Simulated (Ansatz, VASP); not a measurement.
ZnS in VASP and in Ansatz

```
Zn S
1.0
     0.00000    2.72178    2.72178
     2.72178    0.00000    2.72178
     2.72178    2.72178    0.00000
Zn S
1 1
Direct
  0.00000 0.00000 0.00000
  0.25000 0.25000 0.25000
```

Alike in both runs: task single point; functional PBE; k mesh 8 × 8 × 8; occupations gaussian, width 0.02 eV; no spin polarisation.

```csv
,VASP,Ansatz
version,VASP 6.6.1,Ansatz 0.2.0
potentials or method,"VASP PAW PBE potentials, release 64 (Zn, S), cutoff 500 eV","scalar-relativistic, plane waves, PAW"
valence electrons in the cell,18,18
```

```csv
,VASP,Ansatz,Ansatz less VASP
gap on the k mesh at the Fermi level (eV),2.02,2.01,-0.003
least direct gap on the mesh (eV),2.02,2.01,-0.003
pressure (GPa),0.1,0.0,-0.14
```
